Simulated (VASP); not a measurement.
# CdTe (F-43m) in VASP: single point with LDA

Aim: the single point of CdTe with LDA.

Everything below comes from runs of VASP 6.6.1. Logs are shortened: lines on timing, memory, paths and dates and some standing lists are left out, and cuts for length are marked.

## (1) The cell of the first run

Symmetry: F-43m, No. 216, cubic system. Conventional cell: a = 6.410 Å, b = 6.410 Å, c = 6.410 Å, α = 90.00°, β = 90.00°, γ = 90.00°. Cd (site symmetry -43m) has 4 Te at 2.78 Å within 3.7 Å. Te (site symmetry -43m) has 4 Cd at 2.78 Å within 3.7 Å.

## (2) Single point, LDA

The input, INCAR:

```
ALGO = Normal
EDIFF = 1E-6
ENCUT = 500
GGA_COMPAT = False
ISIF = 2
ISMEAR = 0
LASPH = True
LCHARG = False
LREAL = False
LWAVE = False
NBANDS = 16
NELM = 120
PREC = Accurate
SIGMA = 0.01
```

The input, KPOINTS:

```
k-points
0
Gamma
  4 4 4
```

The input, POSCAR:

```
CdTe
1.0
    0.0000000000      3.2050000000      3.2050000000
    3.2050000000      0.0000000000      3.2050000000
    3.2050000000      3.2050000000      0.0000000000
Cd Te
1 1
Direct
    0.0000000000      0.0000000000      0.0000000000
    0.2500000000      0.2500000000      0.2500000000
```

Potentials or basis: VASP PAW LDA potentials, release 64 (Cd, Te).

On the command line:

```sh
$ cat potpaw_LDA.64/Cd/POTCAR potpaw_LDA.64/Te/POTCAR > POTCAR
$ mpirun -np 1 vasp_std > vasp.out
```

OUTCAR:

```text
EDIFF = 1E-6
   ENCUT = 500
   ISIF = 2
   ISMEAR = 0
   LASPH = True
   LREAL = False
   NELM = 120
   PREC = Accurate

 ion  position               nearest neighbor table
   1  0.000  0.000  0.000-   2 2.78   2 2.78   2 2.78   2 2.78
   2  0.250  0.250  0.250-   1 2.78   1 2.78   1 2.78   1 2.78

  LATTYP: Found a face centered cubic cell.
 ALAT       =     6.4100000000

  Lattice vectors:

 A1 = (   0.0000000000,   3.2050000000,   3.2050000000)
 A2 = (   3.2050000000,   0.0000000000,   3.2050000000)
 A3 = (   3.2050000000,   3.2050000000,   0.0000000000)

Analysis of symmetry for initial positions (statically):
=====================================================================
 Subroutine PRICEL returns:
 Original cell was already a primitive cell.

 Routine SETGRP: Setting up the symmetry group for a
 face centered cubic supercell.

 Subroutine GETGRP returns: Found 24 space group operations
 (whereof 24 operations were pure point group operations)
 out of a pool of 48 trial point group operations.

The static configuration has the point symmetry T_d .

Analysis of symmetry for dynamics (positions and initial velocities):
=====================================================================
 Subroutine PRICEL returns:
 Original cell was already a primitive cell.

 Routine SETGRP: Setting up the symmetry group for a
 face centered cubic supercell.

 Subroutine GETGRP returns: Found 24 space group operations
 (whereof 24 operations were pure point group operations)
 out of a pool of 48 trial point group operations.

The dynamic configuration has the point symmetry T_d .

 Subroutine INISYM returns: Found 24 space group operations
 (whereof 24 operations are pure point group operations),
 and found     1 'primitive' translations

----------------------------------------------------------------------------------------

                                     Primitive cell

  volume of cell :      65.8437

  direct lattice vectors                    reciprocal lattice vectors
     0.000000000  3.205000000  3.205000000    -0.156006240  0.156006240  0.156006240
     3.205000000  0.000000000  3.205000000     0.156006240 -0.156006240  0.156006240
     3.205000000  3.205000000  0.000000000     0.156006240  0.156006240 -0.156006240

  length of vectors
     4.532554467  4.532554467  4.532554467     0.270210734  0.270210734  0.270210734

  position of ions in fractional coordinates (direct lattice)
     0.000000000  0.000000000  0.000000000
     0.250000000  0.250000000  0.250000000

  ion indices of the primitive-cell ions
   primitive index   ion index
                 1           1
                 2           2

----------------------------------------------------------------------------------------

 KPOINTS: k-points

Automatic generation of k-mesh.
 Grid dimensions read from file:
 generate k-points for:    4    4    4

 Generating k-lattice:

  Cartesian coordinates                     Fractional coordinates (reciprocal lattice)
    -0.039001560  0.039001560  0.039001560     0.250000000  0.000000000  0.000000000
     0.039001560 -0.039001560  0.039001560     0.000000000  0.250000000  0.000000000
     0.039001560  0.039001560 -0.039001560     0.000000000  0.000000000  0.250000000

  Length of vectors
     0.067552684  0.067552684  0.067552684

  Shift w.r.t. Gamma in fractional coordinates (k-lattice)
     0.000000000  0.000000000  0.000000000

 Subroutine IBZKPT returns following result:
 ===========================================

 Found      8 irreducible k-points:

 Following reciprocal coordinates:
            Coordinates               Weight
  0.000000  0.000000  0.000000      1.000000
  0.250000  0.000000  0.000000      8.000000
  0.500000  0.000000  0.000000      4.000000
  0.250000  0.250000  0.000000      6.000000
  0.500000  0.250000  0.000000     24.000000
 -0.250000  0.250000  0.000000     12.000000
  0.500000  0.500000  0.000000      3.000000
 -0.250000  0.500000  0.250000      6.000000
   k-points           NKPTS =      8   k-points in BZ     NKDIM =      8   number of bands    NBANDS=     16
   number of dos      NEDOS =    301   number of ions     NIONS =      2
   total plane-waves  NPLWV =  46656
   dimension x,y,z NGX =    36 NGY =   36 NGZ =   36
   dimension x,y,z NGXF=    72 NGYF=   72 NGZF=   72
   ions per type =               1   1
   NGX,Y,Z   is equivalent  to a cutoff of  13.20, 13.20, 13.20 a.u.
   NGXF,Y,Z  is equivalent  to a cutoff of  26.41, 26.41, 26.41 a.u.
 SYSTEM =  unknown system
   PREC   = accura    normal or accurate (medium, high low for compatibility)
   ISTART =      0    job   : 0-new  1-cont  2-samecut
   ICHARG =      2    charge: 1-file 2-atom 10-const
   ISPIN  =      1    spin polarized calculation?
   LNONCOLLINEAR =      F non collinear calculations
   LSORBIT =      F    spin-orbit coupling
   LASPH  =      T    aspherical Exc in radial PAW
   ENCUT  =  500.0 eV  36.75 Ry    6.06 a.u.   8.26  8.26  8.26*2*pi/ulx,y,z
   NELM   =    120;   NELMIN=  2; NELMDL= -5     # of ELM steps
   EDIFF  = 0.1E-05   stopping-criterion for ELM
   LREAL  =      F    real-space projection
   EDIFFG = 0.1E-04   stopping-criterion for IOM
   NSW    =      0    number of steps for IOM
   IBRION =     -1    ionic relax: 0-MD 1-quasi-New 2-CG
   NFREE  =      0    steps in history (QN), initial steepest desc. (CG)
   ISIF   =      2    stress and relaxation
   ISYM   =      2    0-nonsym 1-usesym 2-fastsym
   POTIM  = 0.5000    time-step for ionic-motion
   TEBEG  =    0.0;   TEEND  =   0.0 temperature during run
   PSTRESS=    0.0 pullay stress
   NELECT =      18.0000    total number of electrons
   NUPDOWN=      -1.0000    fix difference up-down
   EMIN   =  10.00;   EMAX   =-10.00  energy-range for DOS
   EFERMI =   0.00;   METHOD = LEGACY
   ISMEAR =     0;   SIGMA  =   0.01  broadening in eV -4-tet -1-fermi 0-gaus
   EFERMI_NEDOS =   21; number of points for ismear=-14 and -15
   IALGO  =     38    algorithm
   IMIX   =      4    mixing-type and parameters
     AMIX     =   0.40;   BMIX     =  1.00
     AMIX_MAG =   1.60;   BMIX_MAG =  1.00
  volume/ion in A,a.u.               =      32.92       222.17
  Fermi-wavevector in a.u.,A,eV,Ry     =   1.062497  2.007828 15.359610  1.128899
  Thomas-Fermi vector in A             =   2.197950
   LORBIT       =      0    0 simple, 1 ext, 2 COOP (PROOUT), +10 PAW based schemes
   GGA     = CA    functional components
   LHFCALC =     F    Hartree Fock is set to
   AEXX    =    0.0000 exact exchange contribution
   IVDW    =     0    specifies the selected vdW correction
   LEPSILON=     F    determine dielectric tensor
   LRPA    =     F    only Hartree local field effects (RPA)
 non-spin polarized calculation
 Gauss-broadening in eV      SIGMA  =   0.01
  energy-cutoff  :      500.00
  volume of cell :       65.84
 maximum number of plane-waves:      1700
 NGX is ok and might be reduce to    36
   NGX = 17   NGY = 17   NGZ = 17

 number of electron      17.9999995 magnetization

 Free energy of the ion-electron system (eV)
  ---------------------------------------------------
  ext. energy  EPLUGINS =         0.00000000
  ---------------------------------------------------
  free energy    TOTEN  =        -5.97772107 eV

  energy without entropy =       -5.97772107  energy(sigma->0) =       -5.97772107

 E-fermi :   2.5745     XC(G=0):  -9.0814

 val. band max:        2.4960571496   @ k =   0.0000   0.0000   0.0000
 cond. band min:       3.1307570574   @ k =   0.0000   0.0000   0.0000
 fundamental gap:      0.6346999078
 Fermi energy:         2.5744884540

 k-point     1 :       0.0000    0.0000    0.0000
  band No.  band energies     occupation
      1      -8.9356      2.00000
      2      -5.9499      2.00000
      3      -5.9499      2.00000
      4      -5.9499      2.00000
      5      -5.6634      2.00000
      6      -5.6634      2.00000
[... 8 lines left out ...]
     15      11.8731      0.00000
     16      11.8731      0.00000

 k-point     2 :       0.2500    0.0000    0.0000
  band No.  band energies     occupation
      1      -8.7161      2.00000
      2      -5.9104      2.00000
      3      -5.9104      2.00000
      4      -5.7444      2.00000
      5      -5.6642      2.00000
      6      -5.6642      2.00000
[... 8 lines left out ...]
     15      10.8671      0.00000
     16      10.8671      0.00000

 k-point     3 :       0.5000    0.0000    0.0000
  band No.  band energies     occupation
      1      -8.4990      2.00000
      2      -5.8803      2.00000
      3      -5.8803      2.00000
      4      -5.6537      2.00000
      5      -5.6537      2.00000
      6      -5.2855      2.00000
[... 8 lines left out ...]
     15      12.7730      0.00000
     16      12.7730      0.00000

 k-point     4 :       0.2500    0.2500    0.0000
  band No.  band energies     occupation
      1      -8.6449      2.00000
      2      -5.8644      2.00000
      3      -5.8644      2.00000
      4      -5.7870      2.00000
      5      -5.6467      2.00000
      6      -5.6387      2.00000
[... 8 lines left out ...]
     15      12.3983      0.00000
     16      13.0434      0.00000

 k-point     5 :       0.5000    0.2500    0.0000
  band No.  band energies     occupation
      1      -8.4336      2.00000
      2      -5.8451      2.00000
      3      -5.8221      2.00000
      4      -5.7113      2.00000
      5      -5.6461      2.00000
      6      -5.2296      2.00000
[... 8 lines left out ...]
     15      13.0015      0.00000
     16      13.4105      0.00000

 k-point     6 :      -0.2500    0.2500    0.0000
  band No.  band energies     occupation
      1      -8.5022      2.00000
      2      -5.8613      2.00000
      3      -5.8610      2.00000
      4      -5.6734      2.00000
      5      -5.6732      2.00000
      6      -5.3775      2.00000
[... 8 lines left out ...]
     15      11.9428      0.00000
     16      13.5231      0.00000

 k-point     7 :       0.5000    0.5000    0.0000
  band No.  band energies     occupation
      1      -8.3662      2.00000
      2      -5.7865      2.00000
      3      -5.7679      2.00000
      4      -5.7679      2.00000
      5      -5.6299      2.00000
      6      -5.1360      2.00000
[... 8 lines left out ...]
     15      13.3174      0.00000
     16      14.0424      0.00000

 k-point     8 :      -0.2500    0.5000    0.2500
  band No.  band energies     occupation
      1      -8.3682      2.00000
      2      -5.8140      2.00000
      3      -5.8110      2.00000
      4      -5.6967      2.00000
      5      -5.6649      2.00000
      6      -5.0400      2.00000
[... 8 lines left out ...]
     15      13.6276      0.00000
     16      13.7463      0.00000

------------------------ aborting loop because EDIFF is reached ----------------------------------------

  FORCE on cell =-STRESS in cart. coord.  units (eV):
  Direction    XX          YY          ZZ          XY          YZ          ZX
  --------------------------------------------------------------------------------------
  -------------------------------------------------------------------------------------
  Total        0.2051191      0.2051191      0.2051191      0.0000000      0.0000000     -0.0000000
  in kB        4.9911717      4.9911717      4.9911717      0.0000000      0.0000000     -0.0000000
  external PRESSURE =       4.9911717 kB  Pullay stress =       0.0000000 kB

 VOLUME and BASIS-vectors are now :
 -----------------------------------------------------------------------------
  energy-cutoff  :      500.00
  volume of cell :       65.84
      direct lattice vectors                 reciprocal lattice vectors
     0.000000000  3.205000000  3.205000000    -0.156006240  0.156006240  0.156006240
     3.205000000  0.000000000  3.205000000     0.156006240 -0.156006240  0.156006240
     3.205000000  3.205000000  0.000000000     0.156006240  0.156006240 -0.156006240

 POSITION                                       TOTAL-FORCE (eV/Angst)
 -----------------------------------------------------------------------------------
      0.00000      0.00000      0.00000         0.000000      0.000000      0.000000
      1.60250      1.60250      1.60250        -0.000000     -0.000000     -0.000000
 -----------------------------------------------------------------------------------
    total drift:                                0.000000      0.000000      0.000000

  FREE ENERGIE OF THE ION-ELECTRON SYSTEM (eV)
  ---------------------------------------------------
  free  energy   TOTEN  =        -5.9777210654 eV

  energy  without entropy=       -5.9777210654  energy(sigma->0) =       -5.97772107
```

It used 35 s of CPU time on 1 thread of AMD EPYC 7R13 Processor (Zen 3) (shared host).

Results:

```yaml
Free_energy: -5.9777 eV
Pressure: 0.5 GPa
Band_gap_on_the_k_mesh: 0.63 eV, direct
```

Levels at points of the mesh, in eV from the valence-band top:
| k point | band 5 | band 6 | band 7 | band 8 | band 9 | band 10 | band 11 | band 12 | band 13 | band 14 |
| --- | --- | --- | --- | --- | --- | --- | --- | --- | --- | --- |
| (0.00, 0.00, 0.00) | -8.16 | -8.16 | 0.00 | 0.00 | 0.00 | 0.63 | 4.45 | 4.45 | 4.45 | 7.24 |
| (0.50, 0.00, 0.00) | -8.15 | -7.78 | -4.71 | -0.84 | -0.84 | 1.67 | 5.06 | 5.06 | 6.86 | 8.56 |
| (0.50, 0.50, 0.00) | -8.13 | -7.63 | -4.56 | -2.01 | -2.01 | 2.34 | 2.52 | 8.82 | 9.14 | 9.14 |

Caveat: the k points lie up to 0.42 Å⁻¹ apart; spin-orbit coupling is left out, which moves the levels of the heavy elements.
